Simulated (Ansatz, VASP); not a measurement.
One calculation of HfC, two programs

POSCAR

```
HfC
1.0
    3.3428660000      0.0000000000      0.0000000000
   -1.6714330000      2.8950070000      0.0000000000
    0.0000000000      0.0000000000      5.2027140000
Hf C
2 2
Direct
    0.6666666667      0.3333333333      0.7500000000
    0.3333333333      0.6666666667      0.2500000000
    0.0000000000      0.0000000000      0.0000000000
    0.0000000000      0.0000000000      0.5000000000
```

File INCAR.step1:

```
SYSTEM = HfC
PREC = Accurate
ENCUT = 520
ISMEAR = -1
SIGMA = 0.1
LREAL = .FALSE.
LASPH = .TRUE.
NELM = 80
NBANDS = 22
GGA = PE
ALGO = Normal
EDIFF = 1E-4
LWAVE = .TRUE.
LCHARG = .FALSE.
```

Contents of INCAR.step2:

```
SYSTEM = HfC
PREC = Accurate
ENCUT = 520
EDIFF = 1E-7
ISMEAR = -1
SIGMA = 0.1
LREAL = .FALSE.
LASPH = .TRUE.
NELM = 80
ALGO = Normal
ISIF = 2
LWAVE = .FALSE.
LCHARG = .FALSE.
METAGGA = R2SCAN
LMIXTAU = .TRUE.
NBANDS = 22
ISTART = 1
```

The input KPOINTS:

```
regular mesh
0
G
  8 8 5
  0 0 0
```

Input for Ansatz:

```yaml
crystal:
  lattice:
    - [3.342866, 0.0, 0.0]
    - [-1.671433, 2.895007, 0.0]
    - [0.0, 0.0, 5.202714]
  atoms:
    - { symbol: Hf, position: [0.6666666666666666, 0.3333333333333333, 0.75] }
    - { symbol: Hf, position: [0.3333333333333333, 0.6666666666666666, 0.25] }
    - { symbol: C, position: [0.0, 0.0, 0.0] }
    - { symbol: C, position: [0.0, 0.0, 0.5] }
basis:
  ecutwfc: 653.073269903712
kpoints:
  mp_grid:
    grid: [8, 8, 5]
hamiltonian:
  xc: r2scan
scf:
  occupations:
    method: fermi_dirac
output:
  stress: true
```

Alike in both runs: task single point; functional r2SCAN; k mesh 8 × 8 × 5; no spin polarisation.

|  | VASP | Ansatz |
| --- | --- | --- |
| version | VASP 6.6.1 | Ansatz 0.2.0 |
| potentials or method | VASP PAW PBE potentials, release 64 (Hf_pv, C), cutoff 520 eV | plane waves, PAW |
| occupations | fermi-dirac, width 0.1 eV | fermi-dirac |
| valence electrons in the cell | 28 | 60 |

```tsv
	VASP	Ansatz	Ansatz less VASP
pressure (GPa)	-3.8	-2.7	+1.08
traceless stress, the component that is largest in VASP (GPa)	3.96	3.89	-0.067
```

VASP's potentials were made for PBE, not for r2SCAN. VASP's potentials hold 28 valence electrons a cell and Ansatz's 60, so a difference there can come from the potentials and not from the codes.

Neither program's run includes spin-orbit coupling.
